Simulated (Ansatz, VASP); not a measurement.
## Mg5O in VASP and in Ansatz

```xyz
6
Lattice="5.9330 0.0000 0.0000 -2.9665 5.1381 0.0000 0.0000 0.0000 6.6890" Properties=species:S:1:pos:R:3 pbc="T T T"
Mg    2.9665    0.0000    3.3445
Mg   -1.4832    2.5691    3.3445
Mg    1.4832    2.5691    3.3445
Mg    0.0000    0.0000    4.8762
Mg    0.0000    0.0000    1.8128
O     0.0000    0.0000    0.0000
```

Alike in both runs: functional PBE; k mesh 6 × 6 × 6; occupations gaussian, width 0.1 eV; no spin polarisation.

Ansatz relaxed the structure, and its values are those at the end. VASP's run is a single point on that final structure, the one shown.

|  | VASP | Ansatz |
| --- | --- | --- |
| version | VASP 6.6.1 | Ansatz 0.2.0 |
| potentials or method | VASP PAW PBE potentials, release 64 (Mg, O), cutoff 520 eV | scalar-relativistic, plane waves, PAW |
| valence electrons in the cell | 16 | 56 |

```csv
,VASP,Ansatz,Ansatz less VASP
gap on the k mesh at the Fermi level (eV),none,none,-
pressure (GPa),0.0,0.0,+0.04
rms of the force components (eV/Å),0.015,0.003,-0.0119
```

A gap of «none» marks a metal or a gap that the smearing closes. VASP's potentials hold 16 valence electrons a cell and Ansatz's 56, so a difference there can come from the potentials and not from the codes.
